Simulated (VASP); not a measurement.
# AlN (P6_3/mmc) in VASP: notebook

The runs below take AlN through single point, relaxation of cell and atoms, with PBEsol.

Everything below comes from runs of VASP 6.6.1. Logs are shortened: lines on timing, memory, paths and dates and some standing lists are left out, and cuts for length are marked.

## Step 1: The cell of the first run

Symmetry: P6_3/mmc, No. 194, hexagonal system. Conventional cell: a = 3.302 Å, b = 3.302 Å, c = 4.141 Å, α = 90.00°, β = 90.00°, γ = 120.00°. Within 2.5 Å of Al (site symmetry -6m2) lie 5 N at 1.91 to 2.07 Å. Within 2.5 Å of N (site symmetry -6m2) lie 5 Al at 1.91 to 2.07 Å.

## Step 2: Single point, PBEsol

Contents of INCAR:

```
SYSTEM = AlN
  PREC = Accurate
  ENCUT = 520
  EDIFF = 1E-7
  ISMEAR = -1
  SIGMA = 0.03
  LREAL = .False.
  LASPH = .True.
  NELM = 100
  ALGO = Normal
  ISIF = 2
  LWAVE = .False.
  LCHARG = .False.
  GGA = PS
  NBANDS = 16
```

Contents of KPOINTS:

```
Automatic mesh
0
Gamma
  9 9 6
  0 0 0
```

Contents of POSCAR:

```
AlN
1.0
    3.3016263628      0.0000000000      0.0000000000
   -1.6508131814      2.8592923040      0.0000000000
    0.0000000000      0.0000000000      4.1406576052
Al N
2 2
Direct
    0.3333333333      0.6666666667      0.2500000000
    0.6666666667      0.3333333333      0.7500000000
    0.6666666667      0.3333333333      0.2500000000
    0.3333333333      0.6666666667      0.7500000000
```

Potentials or basis: VASP PAW PBE potentials, release 64 (Al, N).

Started as:

```
> cat potpaw_PBE.64/Al/POTCAR potpaw_PBE.64/N/POTCAR > POTCAR
> mpirun -np 1 vasp_std > vasp.out
```

OUTCAR:

```text
SYSTEM = AlN
   PREC = Accurate
   ENCUT = 520
   EDIFF = 1E-7
   ISMEAR = -1
   LREAL = .False.
   LASPH = .True.
   NELM = 100
   ISIF = 2
   GGA = PS

 ion  position               nearest neighbor table
   1  0.333  0.667  0.250-   3 1.91   3 1.91   3 1.91   4 2.07   4 2.07   2 2.81   2 2.81   2 2.81
                             2 2.81   2 2.81   2 2.81
   2  0.667  0.333  0.750-   4 1.91   4 1.91   4 1.91   3 2.07   3 2.07   1 2.81   1 2.81   1 2.81
                             1 2.81   1 2.81   1 2.81
   3  0.667  0.333  0.250-   1 1.91   1 1.91   1 1.91   2 2.07   2 2.07
   4  0.333  0.667  0.750-   2 1.91   2 1.91   2 1.91   1 2.07   1 2.07

  LATTYP: Found a hexagonal cell.
 ALAT       =     3.3016263628
 C/A-ratio  =     1.2541266486

  Lattice vectors:

 A1 = (   3.3016263628,   0.0000000000,   0.0000000000)
 A2 = (  -1.6508131814,   2.8592923040,   0.0000000000)
 A3 = (   0.0000000000,   0.0000000000,   4.1406576052)

Analysis of symmetry for initial positions (statically):
=====================================================================
 Subroutine PRICEL returns:
 Original cell was already a primitive cell.

 Routine SETGRP: Setting up the symmetry group for a
 hexagonal supercell.

 Subroutine GETGRP returns: Found 24 space group operations
 (whereof 12 operations were pure point group operations)
 out of a pool of 24 trial point group operations.

The static configuration has the point symmetry D_3d.
 The point group associated with its full space group is D_6h.

Analysis of symmetry for dynamics (positions and initial velocities):
=====================================================================
 Subroutine PRICEL returns:
 Original cell was already a primitive cell.

 Routine SETGRP: Setting up the symmetry group for a
 hexagonal supercell.

 Subroutine GETGRP returns: Found 24 space group operations
 (whereof 12 operations were pure point group operations)
 out of a pool of 24 trial point group operations.

The dynamic configuration has the point symmetry D_3d.
 The point group associated with its full space group is D_6h.

 Subroutine INISYM returns: Found 24 space group operations
 (whereof 12 operations are pure point group operations),
 and found     1 'primitive' translations

----------------------------------------------------------------------------------------

                                     Primitive cell

  volume of cell :      39.0891

  direct lattice vectors                    reciprocal lattice vectors
[... 95 lines left out ...]
   IBRION =     -1    ionic relax: 0-MD 1-quasi-New 2-CG
   NFREE  =      0    steps in history (QN), initial steepest desc. (CG)
   ISIF   =      2    stress and relaxation
   ISYM   =      2    0-nonsym 1-usesym 2-fastsym
   POTIM  = 0.5000    time-step for ionic-motion
   TEBEG  =    0.0;   TEEND  =   0.0 temperature during run
   PSTRESS=    0.0 pullay stress
   NELECT =      16.0000    total number of electrons
   NUPDOWN=      -1.0000    fix difference up-down
   EMIN   =  10.00;   EMAX   =-10.00  energy-range for DOS
   EFERMI =   0.00;   METHOD = LEGACY
   ISMEAR =    -1;   SIGMA  =   0.03  broadening in eV -4-tet -1-fermi 0-gaus
   EFERMI_NEDOS =   21; number of points for ismear=-14 and -15
   IALGO  =     38    algorithm
   IMIX   =      4    mixing-type and parameters
     AMIX     =   0.40;   BMIX     =  1.00
     AMIX_MAG =   1.60;   BMIX_MAG =  1.00
  volume/ion in A,a.u.               =       9.77        65.95
  Fermi-wavevector in a.u.,A,eV,Ry     =   1.215522  2.297004 20.102529  1.477494
  Thomas-Fermi vector in A             =   2.350906
   LORBIT       =      0    0 simple, 1 ext, 2 COOP (PROOUT), +10 PAW based schemes
   GGA     = PS    functional components
   LHFCALC =     F    Hartree Fock is set to
   AEXX    =    0.0000 exact exchange contribution
   IVDW    =     0    specifies the selected vdW correction
   LEPSILON=     F    determine dielectric tensor
   LRPA    =     F    only Hartree local field effects (RPA)
 non-spin polarized calculation
  energy-cutoff  :      520.00
  volume of cell :       39.09
 maximum number of plane-waves:      1074
 NGX is ok and might be reduce to    28
   NGX = 13   NGY = 13   NGZ = 15

 number of electron      16.0000001 magnetization

 Free energy of the ion-electron system (eV)
  ---------------------------------------------------
  ext. energy  EPLUGINS =         0.00000000
  ---------------------------------------------------
  free energy    TOTEN  =       -30.94583995 eV

  energy without entropy =      -30.94583995  energy(sigma->0) =      -30.94583995

 E-fermi :   8.5750     XC(G=0): -11.4301

 val. band max:        8.0259863314   @ k =   0.0000   0.0000   0.0000
 cond. band min:      11.3640162796   @ k =   0.0000   0.0000   0.0000
 fundamental gap:      3.3380299481
 Fermi energy:         8.5750268654

 k-point     1 :       0.0000    0.0000    0.0000
  band No.  band energies     occupation
      1      -8.8512      2.00000
      2      -5.0466      2.00000
      3       1.0424      2.00000
      4       4.6970      2.00000
      5       4.6970      2.00000
      6       6.4234      2.00000
[... 433 lines left out ...]
      3       1.3686      2.00000
      4       2.4152      2.00000
      5       2.4152      2.00000
      6       5.0167      2.00000
[... 8 lines left out ...]
     15      19.2631      0.00000
     16      21.2155      0.00000

 [... further k-points ...]

------------------------ aborting loop because EDIFF is reached ----------------------------------------

  FORCE on cell =-STRESS in cart. coord.  units (eV):
  Direction    XX          YY          ZZ          XY          YZ          ZX
  --------------------------------------------------------------------------------------
  -------------------------------------------------------------------------------------
  Total       -0.0125326     -0.0125326     -0.0170508      0.0000000      0.0000000      0.0000000
  in kB       -0.5136841     -0.5136841     -0.6988764      0.0000000      0.0000000      0.0000000
  external PRESSURE =      -0.5754149 kB  Pullay stress =       0.0000000 kB

 VOLUME and BASIS-vectors are now :
 -----------------------------------------------------------------------------
  energy-cutoff  :      520.00
  volume of cell :       39.09
      direct lattice vectors                 reciprocal lattice vectors
     3.301626363  0.000000000  0.000000000     0.302881032  0.174868445  0.000000000
    -1.650813181  2.859292304  0.000000000     0.000000000  0.349736891  0.000000000
     0.000000000  0.000000000  4.140657605     0.000000000  0.000000000  0.241507532

 POSITION                                       TOTAL-FORCE (eV/Angst)
 -----------------------------------------------------------------------------------
     -0.00000      1.90619      1.03516        -0.000000     -0.000000      0.000000
      1.65081      0.95310      3.10549         0.000000      0.000000      0.000000
      1.65081      0.95310      1.03516         0.000000     -0.000000      0.000000
     -0.00000      1.90619      3.10549         0.000000      0.000000      0.000000
 -----------------------------------------------------------------------------------
    total drift:                                0.000000     -0.000000      0.000000

  FREE ENERGIE OF THE ION-ELECTRON SYSTEM (eV)
  ---------------------------------------------------
  free  energy   TOTEN  =       -30.9458399491 eV

  energy  without entropy=      -30.9458399491  energy(sigma->0) =      -30.94583995
```

OSZICAR:

```text
N       E                     dE             d eps       ncg     rms          rms(c)
DAV:   1     0.411926615580E+02    0.41193E+02   -0.73940E+03  1544   0.901E+02
DAV:   2    -0.318084823592E+02   -0.73001E+02   -0.66612E+02  2232   0.190E+02
DAV:   3    -0.351830040414E+02   -0.33745E+01   -0.33612E+01  1864   0.413E+01
DAV:   4    -0.352029875726E+02   -0.19984E-01   -0.19982E-01  1880   0.359E+00
DAV:   5    -0.352032373604E+02   -0.24979E-03   -0.24978E-03  1888   0.406E-01    0.113E+01
DAV:   6    -0.310204345734E+02    0.41828E+01   -0.81423E+00  1960   0.214E+01    0.397E+00
DAV:   7    -0.309878725254E+02    0.32562E-01   -0.69345E-01  1768   0.566E+00    0.282E+00
DAV:   8    -0.309536939044E+02    0.34179E-01   -0.10137E-01  1656   0.257E+00    0.841E-01
DAV:   9    -0.309455500493E+02    0.81439E-02   -0.19478E-02  1992   0.109E+00    0.268E-01
DAV:  10    -0.309459385279E+02   -0.38848E-03   -0.21904E-03  1752   0.316E-01    0.177E-01
DAV:  11    -0.309458425736E+02    0.95954E-04   -0.13246E-04  1816   0.882E-02    0.426E-02
DAV:  12    -0.309458403663E+02    0.22074E-05   -0.74938E-06  1776   0.216E-02    0.751E-03
DAV:  13    -0.309458398956E+02    0.47065E-06   -0.24758E-06  1976   0.117E-02    0.408E-03
DAV:  14    -0.309458399491E+02   -0.53462E-07   -0.16287E-07  1112   0.368E-03
   1 F= -.30945840E+02 E0= -.30945840E+02  d E =-.269142E-10
```

stdout:

```text
POSCAR found type information on POSCAR AlN
 POSCAR found :  2 types and       4 ions
 scaLAPACK will be used
 -----------------------------------------------------------------------------
|                                                                             |
|                                                                             |
|     You enforced a specific xc type in the INCAR file but a different       |
|     I HOPE YOU KNOW WHAT YOU ARE DOING!                                     |
|                                                                             |
 -----------------------------------------------------------------------------

 LDA part: xc-table for (Slater+PW92), standard interpolation
 POSCAR, INCAR and KPOINTS ok, starting setup
 FFT: planning ... GRIDC
 FFT: planning ... GRID_SOFT
 FFT: planning ... GRID
 WAVECAR not read
 entering main loop
```

It took 31 s on 1 thread of AMD EPYC 7R13 (Zen 3), shared host; peak memory 0.14 GiB.

What came out:

- Free energy: -30.9458 eV
- Pressure: -0.1 GPa
- Band gap on the k mesh: 3.34 eV, direct

Caveat: the PAW data sets were made with another functional, which shifts forces and pressure a little.

## Step 3: Relaxation of cell and atoms, PBEsol

This run uses another cell than the first one, of 8.06 Å³/atom, 0.825 times its volume.

Contents of INCAR:

```
PREC = Accurate
ENCUT = 600
EDIFF = 1E-6
ISMEAR = -1
SIGMA = 0.03
LREAL = F
LASPH = T
NELM = 100
ALGO = Normal
ISIF = 3
LWAVE = F
LCHARG = F
GGA = PS
IBRION = 2
NSW = 100
EDIFFG = -0.01
```

Contents of KPOINTS:

```
regular mesh
0
Gamma
  9 9 6
```

Contents of POSCAR:

```
AlN
1.0
    3.0998302512      0.0000000000      0.0000000000
   -1.5499151256      2.6845317450      0.0000000000
    0.0000000000      0.0000000000      3.8745819000
Al N
2 2
Direct
    0.3333333333      0.6666666667      0.2500000000
    0.6666666667      0.3333333333      0.7500000000
    0.6666666667      0.3333333333      0.2500000000
    0.3333333333      0.6666666667      0.7500000000
```

Potentials or basis: VASP PAW PBE potentials, release 64 (Al, N).

Started as:

```
> cat potpaw_PBE.64/Al/POTCAR potpaw_PBE.64/N/POTCAR > POTCAR
> mpirun -np 1 vasp_std > vasp.out
```

Wall time 92 s (1 thread of AMD EPYC 7R13 (Zen 3), shared host); peak memory 0.14 GiB.

The run converged. Its results:

```yaml
Free_energy: -30.9417 eV
Relaxed_volume: 9.77 Å³/atom
Relaxed_cell: a = 3.302 Å, b = 3.302 Å, c = 4.139 Å, α = 90.00°, β = 90.00°, γ = 120.00°
Space_group_after_relaxing_to_0.05_Å: P6_3/mmc (No. 194)
Energy_gained_by_relaxing: 274.7 meV/atom
Ionic_steps: 9
Pressure_after_relaxing: 0.0 GPa
Band_gap_on_the_k_mesh: 3.34 eV, direct
```

Step by step:
```
step  energy change (eV)  largest force (eV/Å)  pressure (GPa)  volume (Å³)
   1              0.0000                0.0000           60.32        32.24
   2              0.0160                0.0000          -31.21        48.57
   3             -1.0953                0.0000           -1.52        39.32
   4             -1.0967                0.0000           -0.24        39.08
   5             -1.0966                0.0000            0.57        38.94
   6             -1.0982                0.0000            0.51        38.97
   7             -1.0987                0.0000            0.49        38.99
   8             -1.0987                0.0000           -0.48        39.16
   9             -1.0988                0.0000            0.00        39.08
```

Final structure:
```yaml
crystal:
  lattice:
    - [3.30167, 0.00000, 0.00000]
    - [-1.65083, 2.85933, 0.00000]
    - [0.00000, 0.00000, 4.13931]
  atoms:
    - { symbol: Al, position: [0.33333, 0.66667, 0.25000] }
    - { symbol: Al, position: [0.66667, 0.33333, 0.75000] }
    - { symbol: N, position: [0.66667, 0.33333, 0.25000] }
    - { symbol: N, position: [0.33333, 0.66667, 0.75000] }
```

Levels at points of the mesh, in eV from the valence-band top:
```
           k point  band 6  band 7  band 8  band 9  band 10  band 11
(0.00, 0.00, 0.00)   -1.60   -1.60    0.00    3.34     4.48     8.21
(0.00, 0.00, 0.50)   -2.51   -2.51   -2.51    5.70     5.70     8.37
```

Caveat: the volume moved by over 15 % at a fixed basis, so the end points are rough; the PAW data sets were made with another functional, which shifts forces and pressure a little.
